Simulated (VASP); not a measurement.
# La2O3 (P-62m) in VASP: notebook

La2O3 is run at these levels: PBEsol, LDA; tasks: single point.

Program: VASP 6.6.1. These are calculated values, not measurements. Logs are shortened: lines on timing, memory, paths and dates and some standing lists are left out, and cuts for length are marked.

### Step 1. The cell of the first run

The structure is hexagonal, space group P-62m (No. 189). Conventional cell: a = 6.225 Å, b = 6.225 Å, c = 3.278 Å, α = 90.00°, β = 90.00°, γ = 120.00°. La (site symmetry -6) has 6 O at 2.43 Å and 2 La at 3.28 Å within 3.3 Å. O (site symmetry m2m) has 4 La at 2.43 Å and 6 O at 3.11 to 3.28 Å within 3.3 Å.

### Step 2. Single point, PBEsol (22.00 Å³/atom)

File INCAR:

```
SYSTEM = La2O3
ALGO = Normal
EDIFF = 1E-7
ENCUT = 520
GGA = PS
ISIF = 2
ISMEAR = -1
LASPH = .TRUE.
LCHARG = .TRUE.
LELF = .TRUE.
LREAL = .FALSE.
LVHAR = .TRUE.
LWAVE = .FALSE.
NBANDS = 28
NELM = 80
PREC = Accurate
SIGMA = 0.05
```

File KPOINTS:

```
k-points
0
G
  5 5 8
  0 0 0
```

File POSCAR:

```
La2O3
1.0
    6.2247200819      0.0000000000      0.0000000000
   -3.1123600409      5.3907657224      0.0000000000
    0.0000000000      0.0000000000      3.2776192522
La O
2 3
Direct
    0.6666666667      0.3333333333      0.5000000000
    0.3333333333      0.6666666667      0.5000000000
    0.5080139900      0.0000000000      0.0000000000
    0.0000000000      0.5080139900      0.0000000000
    0.4919860100      0.4919860100      0.0000000000
```

Potentials or basis: VASP PAW PBE potentials, release 64 (La, O).

Launch:

```bash
> cat potpaw_PBE.64/La/POTCAR potpaw_PBE.64/O/POTCAR > POTCAR
> mpirun -np 1 vasp_std > vasp.out
```

OUTCAR:

```text
SYSTEM = La2O3
   EDIFF = 1E-7
   ENCUT = 520
   GGA = PS
   ISIF = 2
   ISMEAR = -1
   LASPH = .TRUE.
   LREAL = .FALSE.
   NELM = 80
   PREC = Accurate

 ion  position               nearest neighbor table
   1  0.667  0.333  0.500-   3 2.43   3 2.43   4 2.43   4 2.43   5 2.43   5 2.43   2 3.59   2 3.59
                             2 3.59
   2  0.333  0.667  0.500-   4 2.43   4 2.43   3 2.43   3 2.43   5 2.43   5 2.43   1 3.59   1 3.59
                             1 3.59
   3  0.508  0.000  0.000-   1 2.43   1 2.43   2 2.43   2 2.43
   4  0.000  0.508  0.000-   2 2.43   2 2.43   1 2.43   1 2.43
   5  0.492  0.492  0.000-   2 2.43   2 2.43   1 2.43   1 2.43

  LATTYP: Found a hexagonal cell.
 ALAT       =     6.2247200819
 C/A-ratio  =     0.5265488583

  Lattice vectors:

 A1 = (   6.2247200819,   0.0000000000,   0.0000000000)
 A2 = (  -3.1123600409,   5.3907657224,   0.0000000000)
 A3 = (   0.0000000000,   0.0000000000,   3.2776192522)

Analysis of symmetry for initial positions (statically):
=====================================================================
 Subroutine PRICEL returns:
 Original cell was already a primitive cell.

 Routine SETGRP: Setting up the symmetry group for a
 hexagonal supercell.

 Subroutine GETGRP returns: Found 12 space group operations
 (whereof 12 operations were pure point group operations)
 out of a pool of 24 trial point group operations.

The static configuration has the point symmetry D_3h.

Analysis of symmetry for dynamics (positions and initial velocities):
=====================================================================
 Subroutine PRICEL returns:
 Original cell was already a primitive cell.

 Routine SETGRP: Setting up the symmetry group for a
 hexagonal supercell.

 Subroutine GETGRP returns: Found 12 space group operations
 (whereof 12 operations were pure point group operations)
 out of a pool of 24 trial point group operations.

The dynamic configuration has the point symmetry D_3h.

 Subroutine INISYM returns: Found 12 space group operations
 (whereof 12 operations are pure point group operations),
 and found     1 'primitive' translations

----------------------------------------------------------------------------------------

                                     Primitive cell

  volume of cell :     109.9838

  direct lattice vectors                    reciprocal lattice vectors
     6.224720082  0.000000000  0.000000000     0.160649794  0.092751202  0.000000000
    -3.112360041  5.390765722  0.000000000     0.000000000  0.185502404  0.000000000
     0.000000000  0.000000000  3.277619252     0.000000000  0.000000000  0.305099502

  length of vectors
     6.224720082  6.224720082  3.277619252     0.185502404  0.185502404  0.305099502

  position of ions in fractional coordinates (direct lattice)
     0.666666667  0.333333333  0.500000000
     0.333333333  0.666666667  0.500000000
     0.508013990  0.000000000  0.000000000
     1.000000000  0.508013990  0.000000000
     0.491986010  0.491986010  0.000000000

  ion indices of the primitive-cell ions
   primitive index   ion index
                 1           1
                 2           2
                 3           3
                 4           4
                 5           5

----------------------------------------------------------------------------------------

 KPOINTS: k-points

Automatic generation of k-mesh.
 Grid dimensions read from file:
 generate k-points for:    5    5    8

 Generating k-lattice:

  Cartesian coordinates                     Fractional coordinates (reciprocal lattice)
     0.032129959  0.018550240  0.000000000     0.200000000 -0.000000000  0.000000000
     0.000000000  0.037100481  0.000000000     0.000000000  0.200000000  0.000000000
     0.000000000  0.000000000  0.038137438     0.000000000  0.000000000  0.125000000

  Length of vectors
     0.037100481  0.037100481  0.038137438

  Shift w.r.t. Gamma in fractional coordinates (k-lattice)
     0.000000000  0.000000000  0.000000000

 Subroutine IBZKPT returns following result:
 ===========================================

 Found     25 irreducible k-points:

 Following reciprocal coordinates:
            Coordinates               Weight
  0.000000  0.000000  0.000000      1.000000
  0.200000  0.000000  0.000000      6.000000
  0.400000  0.000000  0.000000      6.000000
  0.200000  0.200000  0.000000      6.000000
  0.400000  0.200000  0.000000      6.000000
  0.000000  0.000000  0.125000      2.000000
[... 16 lines left out ...]
  0.400000  0.000000  0.500000      6.000000
  0.200000  0.200000  0.500000      6.000000
   k-points           NKPTS =     25   k-points in BZ     NKDIM =     25   number of bands    NBANDS=     28
   number of dos      NEDOS =    301   number of ions     NIONS =      5
   total plane-waves  NPLWV =  55296
   dimension x,y,z NGX =    48 NGY =   48 NGZ =   24
   dimension x,y,z NGXF=    96 NGYF=   96 NGZF=   48
   ions per type =               2   3
   NGX,Y,Z   is equivalent  to a cutoff of  12.82, 12.82, 12.17 a.u.
   NGXF,Y,Z  is equivalent  to a cutoff of  25.64, 25.64, 24.35 a.u.
 SYSTEM =  La2O3
   PREC   = accura    normal or accurate (medium, high low for compatibility)
   ISTART =      0    job   : 0-new  1-cont  2-samecut
   ICHARG =      2    charge: 1-file 2-atom 10-const
   ISPIN  =      1    spin polarized calculation?
   LNONCOLLINEAR =      F non collinear calculations
   LSORBIT =      F    spin-orbit coupling
   LASPH  =      T    aspherical Exc in radial PAW
   ENCUT  =  520.0 eV  38.22 Ry    6.18 a.u.  11.57 11.57  6.09*2*pi/ulx,y,z
   NELM   =     80;   NELMIN=  2; NELMDL= -5     # of ELM steps
   EDIFF  = 0.1E-06   stopping-criterion for ELM
   LREAL  =      F    real-space projection
   EDIFFG = 0.1E-05   stopping-criterion for IOM
   NSW    =      0    number of steps for IOM
   IBRION =     -1    ionic relax: 0-MD 1-quasi-New 2-CG
   NFREE  =      0    steps in history (QN), initial steepest desc. (CG)
   ISIF   =      2    stress and relaxation
   ISYM   =      2    0-nonsym 1-usesym 2-fastsym
   POTIM  = 0.5000    time-step for ionic-motion
   TEBEG  =    0.0;   TEEND  =   0.0 temperature during run
   PSTRESS=    0.0 pullay stress
   NELECT =      40.0000    total number of electrons
   NUPDOWN=      -1.0000    fix difference up-down
   EMIN   =  10.00;   EMAX   =-10.00  energy-range for DOS
   EFERMI =   0.00;   METHOD = LEGACY
   ISMEAR =    -1;   SIGMA  =   0.05  broadening in eV -4-tet -1-fermi 0-gaus
   EFERMI_NEDOS =   21; number of points for ismear=-14 and -15
   IALGO  =     38    algorithm
   IMIX   =      4    mixing-type and parameters
     AMIX     =   0.40;   BMIX     =  1.00
     AMIX_MAG =   1.60;   BMIX_MAG =  1.00
  volume/ion in A,a.u.               =      22.00       148.44
  Fermi-wavevector in a.u.,A,eV,Ry     =   1.168562  2.208263 18.579273  1.365538
  Thomas-Fermi vector in A             =   2.305047
   LORBIT       =      0    0 simple, 1 ext, 2 COOP (PROOUT), +10 PAW based schemes
   GGA     = PS    functional components
   LHFCALC =     F    Hartree Fock is set to
   AEXX    =    0.0000 exact exchange contribution
   IVDW    =     0    specifies the selected vdW correction
   LEPSILON=     F    determine dielectric tensor
   LRPA    =     F    only Hartree local field effects (RPA)
 non-spin polarized calculation
  energy-cutoff  :      520.00
  volume of cell :      109.98
 maximum number of plane-waves:      2994
 NGX is ok and might be reduce to    48
   NGX = 23   NGY = 23   NGZ = 13

 number of electron      39.9999989 magnetization

 Free energy of the ion-electron system (eV)
  ---------------------------------------------------
  ext. energy  EPLUGINS =         0.00000000
  ---------------------------------------------------
  free energy    TOTEN  =       -42.44302175 eV

  energy without entropy =      -42.44302173  energy(sigma->0) =      -42.44302174

 E-fermi :   4.2018     XC(G=0):  -8.5638

 val. band max:        3.5236769729   @ k =   0.0000   0.0000   0.5000
 cond. band min:       4.8786524143   @ k =   0.0000   0.0000   0.0000
 fundamental gap:      1.3549754414
 Fermi energy:         4.2018072750

 k-point     1 :       0.0000    0.0000    0.0000
  band No.  band energies     occupation
      1     -27.0057      2.00000
      2     -26.7548      2.00000
      3     -14.1097      2.00000
      4     -14.1097      2.00000
      5     -12.3695      2.00000
      6     -10.5344      2.00000
[... 20 lines left out ...]
     27       8.4330      0.00000
     28       8.4581      0.00000

 k-point     2 :       0.2000    0.0000    0.0000
  band No.  band energies     occupation
      1     -26.9855      2.00000
      2     -26.7766      2.00000
      3     -14.1157      2.00000
      4     -14.0057      2.00000
      5     -12.6043      2.00000
      6     -10.5038      2.00000
[... 20 lines left out ...]
     27       8.4480      0.00000
     28       8.4500      0.00000

 k-point     3 :       0.4000    0.0000    0.0000
  band No.  band energies     occupation
      1     -26.9379      2.00000
      2     -26.8268      2.00000
      3     -14.1254      2.00000
      4     -13.7537      2.00000
      5     -13.0206      2.00000
      6     -10.4527      2.00000
[... 20 lines left out ...]
     27       8.4759      0.00000
     28       8.4865      0.00000

 k-point     4 :       0.2000    0.2000    0.0000
  band No.  band energies     occupation
      1     -26.9497      2.00000
      2     -26.8145      2.00000
      3     -14.1262      2.00000
      4     -13.8128      2.00000
      5     -12.9317      2.00000
      6     -10.4517      2.00000
[... 578 lines left out ...]
     27       8.1244      0.00000
     28       8.1756      0.00000

 k-point    23 :       0.4000    0.0000    0.5000
  band No.  band energies     occupation
      1     -26.5837      2.00000
      2     -26.5014      2.00000
      3     -14.4984      2.00000
      4     -13.7421      2.00000
      5     -12.6150      2.00000
      6     -11.0661      2.00000
[... 20 lines left out ...]
     27       8.2455      0.00000
     28       8.3903      0.00000

 k-point    24 :       0.2000    0.2000    0.5000
  band No.  band energies     occupation
      1     -26.5925      2.00000
      2     -26.4923      2.00000
      3     -14.5620      2.00000
      4     -13.6247      2.00000
      5     -12.6151      2.00000
      6     -11.0688      2.00000
[... 20 lines left out ...]
     27       8.2489      0.00000
     28       8.3254      0.00000

 [... further k-points ...]

------------------------ aborting loop because EDIFF is reached ----------------------------------------

  FORCE on cell =-STRESS in cart. coord.  units (eV):
  Direction    XX          YY          ZZ          XY          YZ          ZX
  --------------------------------------------------------------------------------------
  -------------------------------------------------------------------------------------
  Total        1.2029808      1.2029808     -0.7188518      0.0000000     -0.0000000     -0.0000000
  in kB       17.5242926     17.5242926    -10.4717961      0.0000000     -0.0000000     -0.0000000
  external PRESSURE =       8.1922630 kB  Pullay stress =       0.0000000 kB

 VOLUME and BASIS-vectors are now :
 -----------------------------------------------------------------------------
  energy-cutoff  :      520.00
  volume of cell :      109.98
      direct lattice vectors                 reciprocal lattice vectors
     6.224720082  0.000000000  0.000000000     0.160649794  0.092751202  0.000000000
    -3.112360041  5.390765722  0.000000000     0.000000000  0.185502404  0.000000000
     0.000000000  0.000000000  3.277619252     0.000000000  0.000000000  0.305099502

 POSITION                                       TOTAL-FORCE (eV/Angst)
 -----------------------------------------------------------------------------------
      3.11236      1.79692      1.63881        -0.000000      0.000000      0.000000
     -0.00000      3.59384      1.63881        -0.000000      0.000000      0.000000
      3.16224      0.00000      0.00000        -0.052145      0.000000      0.000000
     -1.58112      2.73858      0.00000         0.026072     -0.045159      0.000000
      1.53124      2.65218      0.00000         0.026072      0.045159      0.000000
 -----------------------------------------------------------------------------------
    total drift:                                0.000000      0.000000     -0.000000

  FREE ENERGIE OF THE ION-ELECTRON SYSTEM (eV)
  ---------------------------------------------------
  free  energy   TOTEN  =       -42.4430217490 eV

  energy  without entropy=      -42.4430217292  energy(sigma->0) =      -42.44302174
```

It took 64 s on 1 thread of Intel Xeon 6975P-C (Granite Rapids), shared host; peak memory 0.26 GiB.

What came out:

```yaml
Free_energy: -42.4430 eV
Pressure: 0.8 GPa
Largest_force: 0.052 eV/Å
Band_gap_on_the_k_mesh: 1.35 eV (least direct gap 1.93 eV)
```

Forces in eV/Å, atoms in the order of the input:
```
La   0.000  0.000  0.000
La   0.000  0.000  0.000
O   -0.052  0.000  0.000
O    0.026 -0.045  0.000
O    0.026  0.045  0.000
```

Caveat: the PAW data sets were made with another functional, which shifts forces and pressure a little; spin-orbit coupling is left out, which moves the levels of the heavy elements; an odd mesh through Γ misses points on the zone boundary, where band edges can lie.

### Step 3. Single point, PBEsol (22.45 Å³/atom)

This run uses another cell than the first one, of 22.45 Å³/atom.

File INCAR:

```
SYSTEM = La2O3
  PREC = Accurate
  ENCUT = 520
  EDIFF = 1E-6
  ISMEAR = -1
  SIGMA = 0.05
  LREAL = .FALSE.
  LASPH = .TRUE.
  NELM = 80
  ALGO = Normal
  ISIF = 2
  LWAVE = .FALSE.
  LCHARG = .TRUE.
  GGA = PS
  LELF = .TRUE.
  LVHAR = .TRUE.
  NBANDS = 28
```

File KPOINTS:

```
regular mesh
0
G
  5 5 8
  0 0 0
```

POSCAR: that of step 2 with these lines changed.

```diff
@@ -2,5 +2,5 @@
 1.0
-    6.2247200819      0.0000000000      0.0000000000
-   -3.1123600409      5.3907657224      0.0000000000
-    0.0000000000      0.0000000000      3.2776192522
+    6.2667802772      0.0000000000      0.0000000000
+   -3.1333901386      5.4271909200      0.0000000000
+    0.0000000000      0.0000000000      3.2997660000
 La O
```

Potentials or basis: VASP PAW PBE potentials, release 64 (La, O).

Launch:

```bash
> cat potpaw_PBE.64/La/POTCAR potpaw_PBE.64/O/POTCAR > POTCAR
> mpirun -np 1 vasp_std > vasp.out
```

Wall time 74 s (1 thread of Intel Xeon 6975P-C (Granite Rapids), shared host); peak memory 0.28 GiB.

Results (log left out):

* Free energy: -42.4415 eV
* Pressure: -1.2 GPa
* Largest force: 0.062 eV/Å
* Band gap on the k mesh: 1.46 eV (least direct gap 1.98 eV)

Forces on the atoms (eV/Å):
```
La   0.000  0.000  0.000
La   0.000  0.000  0.000
O   -0.062  0.000  0.000
O    0.031 -0.054  0.000
O    0.031  0.054  0.000
```

Stress tensor (GPa, compression positive):
```
 0.07  0.00  0.00
 0.00  0.07  0.00
 0.00  0.00 -3.77
```

Levels at points of the mesh, in eV from the valence-band top:
```
           k point  band 16  band 17  band 18  band 19  band 20  band 21  band 22  band 23  band 24  band 25
(0.00, 0.00, 0.00)    -1.96    -1.03    -1.03    -0.73    -0.51     1.46     3.50     4.01     4.01     4.84
(0.00, 0.00, 0.50)    -1.51    -1.20    -1.20    -0.34     0.00     4.34     4.37     4.39     4.39     4.42
```

Caveat: the PAW data sets were made with another functional, which shifts forces and pressure a little; spin-orbit coupling is left out, which moves the levels of the heavy elements; an odd mesh through Γ misses points on the zone boundary, where band edges can lie.

(Continued in part 2 of 2.)
